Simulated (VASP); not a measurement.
## ZrC: single point with PBEsol

Crystal: ZrC.

```
Zr C
1.0
     0.00000    2.32192    2.32192
     2.32192    0.00000    2.32192
     2.32192    2.32192    0.00000
Zr C
1 1
Cartesian
  2.3219 2.3219 2.3219
  0.0000 0.0000 0.0000
```

```json
{
  "Program": "VASP 6.6.1",
  "Task": "single point",
  "Functional": "PBEsol",
  "Potentials or basis": "VASP PAW PBE potentials, release 64 (Zr_sv, C)",
  "Cutoff": "520 eV",
  "k mesh": "18 × 18 × 18",
  "Occupations": "fermi-dirac, width 0.1 eV",
  "Spin": "no spin polarisation",
  "Dipole correction": "no",
  "Further INCAR settings": "ALGO = Normal; EDIFF = 1e-06; NBANDS = 15"
}
```

* Pressure: 4.4 GPa
* Band gap on the k mesh: zero (band 8 reaches 10.88 eV, above the bottom of band 9 at 9.54 eV)

Levels at points of the mesh, in eV from the Fermi level:
```tsv
k point	band 5	band 6	band 7	band 8	band 9	band 10	band 11	band 12
(0.00, 0.00, 0.00)	-11.41	0.95	0.95	0.95	1.06	1.06	1.06	2.90
(0.50, 0.00, 0.00)	-8.10	-5.49	-3.07	-3.07	4.69	4.69	5.56	6.63
(0.50, 0.50, 0.00)	-10.26	-2.00	-1.94	0.10	0.10	4.65	5.94	5.94
```

Run time: 33 s on 1 thread of Intel(R) Xeon(R) Platinum 8259CL CPU @ 2.50GHz (Skylake/Cascade Lake) (shared host), peak memory 0.19 GiB.

Caveat: the PAW data sets were made with another functional, which shifts forces and pressure a little.
